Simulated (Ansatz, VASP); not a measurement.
One calculation of Sb, two programs

Contents of INCAR:

```
SYSTEM = Sb
PREC = Accurate
ENCUT = 500
EDIFF = 1E-6
ISMEAR = -1
SIGMA = 0.05
LREAL = .FALSE.
LASPH = .TRUE.
NELM = 120
ALGO = Normal
ISIF = 2
LWAVE = .FALSE.
LCHARG = .FALSE.
NBANDS = 22
GGA_COMPAT = .FALSE.
```

File KPOINTS:

```
regular mesh
0
G
  8 8 8
  0 0 0
```

POSCAR

```
Sb
1.0
    2.1684666409      1.2519647989      3.7828881425
   -2.1684666409      1.2519647989      3.7828881425
    0.0000000000     -2.5039295978      3.7828881425
Sb
2
Direct
    0.7665100000      0.7665100000      0.7665100000
    0.2334900000      0.2334900000      0.2334900000
```

Contents of input.yaml:

```yaml
crystal:
  lattice:
    - [2.1684666409, 1.2519647989, 3.7828881425]
    - [-2.1684666409, 1.2519647989, 3.7828881425]
    - [0.0, -2.5039295978, 3.7828881425]
  atoms:
    - { symbol: Sb, position: [0.76651, 0.76651, 0.76651] }
    - { symbol: Sb, position: [0.23349, 0.23349, 0.23349] }
hamiltonian:
  xc: lda
  pseudopotentials: { kind: paw }
kpoints:
  mp_grid: { grid: [8, 8, 8] }
scf:
  occupations: { method: fermi_dirac, width: 0.05 }
output:
  forces: true
  stress: true
  eigenvalues: true
  write_density: true
  write_potential: true
  elf: true
  volumetric_format: npy
```

Alike in both runs: task single point; functional LDA; k mesh 8 × 8 × 8; occupations fermi-dirac, width 0.05 eV; no spin polarisation.

|  | VASP | Ansatz |
| --- | --- | --- |
| version | VASP 6.6.1 | Ansatz 0.2.0 |
| potentials or method | VASP PAW LDA potentials, release 64 (Sb_d_GW) | Ansatz PAW |
| plane-wave cutoff (eV) | 500 | 420 |
| valence electrons in the cell | 30 | 30 |

VASP gave:

```
gap on the k mesh at the Fermi level (eV)                     : none
pressure (GPa)                                                : -2.3
traceless stress, the component that is largest in VASP (GPa) : -0.16
rms of the force components (eV/Å)                            : 0.044
```

Question: Which values does Ansatz return?

Answer: gap on the k mesh at the Fermi level (eV): none; pressure (GPa): -2.2; traceless stress, the component that is largest in VASP (GPa): -0.14; rms of the force components (eV/Å): 0.050.

LDA's correlation is that of Perdew and Zunger in VASP and of Perdew and Wang (1992) in Ansatz. Atom by atom the forces differ by 0.006 eV/Å (rms over components). A gap of «none» marks a metal or a gap that the smearing closes.

Neither program's run includes spin-orbit coupling.
